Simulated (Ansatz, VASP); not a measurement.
One calculation of HfN, two programs

```xyz
2
Lattice="0.0000 2.1945 2.2508 2.1945 0.0000 2.2508 2.1945 2.1945 0.0000" Properties=species:S:1:pos:R:3 pbc="T T T"
Hf    0.0000    0.0000    0.0000
N     2.1945    2.1945    2.2508
```

Change from the starting cell: strain -0.025 along x and y, +0.000 along z, atoms carried along.

Alike in both runs: task single point; functional PBEsol; k mesh 22 × 22 × 22; occupations gaussian, width 0.15 eV; no spin polarisation.

```csv
,VASP,Ansatz
version,VASP 6.6.1,Ansatz 0.2.0
potentials or method,"VASP PAW PBE potentials, release 64 (Hf_pv, N), cutoff 600 eV","scalar-relativistic, plane waves, PAW"
valence electrons in the cell,15,31
```

|  | VASP | Ansatz | Ansatz less VASP |
| --- | --- | --- | --- |
| gap on the k mesh at the Fermi level (eV) | none | none | - |
| pressure (GPa) | 14.2 | 16.5 | +2.33 |
| traceless stress, the component that is largest in VASP (GPa) | -10.71 | -10.74 | -0.028 |

VASP's potentials were made for PBE, not for PBEsol. A gap of «none» marks a metal or a gap that the smearing closes. VASP's potentials hold 15 valence electrons a cell and Ansatz's 31, so a difference there can come from the potentials and not from the codes.

Spin-orbit coupling is off throughout.
